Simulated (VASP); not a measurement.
Runs of VASP 6.6.1 on Ta. The structure is that of space group Im-3m (No. 229), or close to it. The cells are those of the table. 

```csv
cell,gap on the mesh (eV),pressure (GPa)
"a = 2.916 Å, angles 109.5°, 1 atom",none,-13.4
"a = 2.888 Å, angles 109.5°, 1 atom",none,(b)
"a = 2.860 Å, angles 109.5°, 1 atom",none,-3.4
"a = 2.802 Å, angles 109.5°, 1 atom",none,9.8
"a = 2.831 Å, angles 109.5°, 1 atom",none,(a)
```

Alike in all rows: task single point; level PBEsol; potentials or basis VASP PAW PBE potentials, release 64 (Ta_pv); no spin polarisation; k mesh 12 × 12 × 12; cutoff (eV) 520; smearing fermi-dirac 0.15 eV.

Task: Estimate the missing entries.

Result: (a) 2.7; (b) -8.8.

Caveats: the PAW data sets were made with another functional, which shifts forces and pressure a little; spin-orbit coupling is left out, which moves the levels of the heavy elements.

A k mesh can miss the band edges, and the runs leave out spin-orbit coupling on Ta.

A gap of «none» marks levels without a gap at the run's occupations.
